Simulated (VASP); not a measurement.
Runs of VASP 6.6.1 on RbNa3Te2. The structure is that of space group P-6m2 (No. 187), or close to it. The cells are those of the table. 

| task | cell | k mesh | cutoff (eV) | smearing | gap on the mesh (eV) | pressure (GPa) | largest force (eV/Å) |
| --- | --- | --- | --- | --- | --- | --- | --- |
| single point | a = 5.122, b = 5.122, c = 8.302 Å, angles 90.0, 90.0, 120.0°, 6 atoms | 6 × 6 × 2 | 520 | gaussian 0.1 eV | 0.30 | 0.1 | 0.01 |
| relaxation of cell and atoms | relaxed from a = 4.617, b = 4.617, c = 9.248 Å, angles 90.0, 90.0, 120.0°, 6 atoms | 6 × 6 × 2 | 600 | gaussian 0.1 eV | 0.26 | 0.0 | 0.01 |
| single point | a = 4.617, b = 4.617, c = 9.248 Å, angles 90.0, 90.0, 120.0°, 6 atoms | 6 × 6 × 2 | 520 | gaussian 0.1 eV | (b) | 3.1 | (a) |
| single point | a = 5.135, b = 5.135, c = 8.267 Å, angles 90.0, 90.0, 120.0°, 6 atoms | 12 × 12 × 4 | 520 | gaussian 0.02 eV | 0.25 | 0.1 | - |

Alike in all rows: level PBE; potentials or basis VASP PAW PBE potentials, release 64 (Rb_sv, Na_pv, Te); no spin polarisation.

Problem. Estimate the missing entries.

Solution. (a) 1.07; (b) 0.78.

Caveats: spin-orbit coupling is left out, which moves the levels of the heavy elements; forces of over 1 eV/Å act on the atoms, so gaps and moduli don't describe the material at rest (some runs).

A k mesh can miss the band edges, and the runs leave out spin-orbit coupling on Rb, Te.
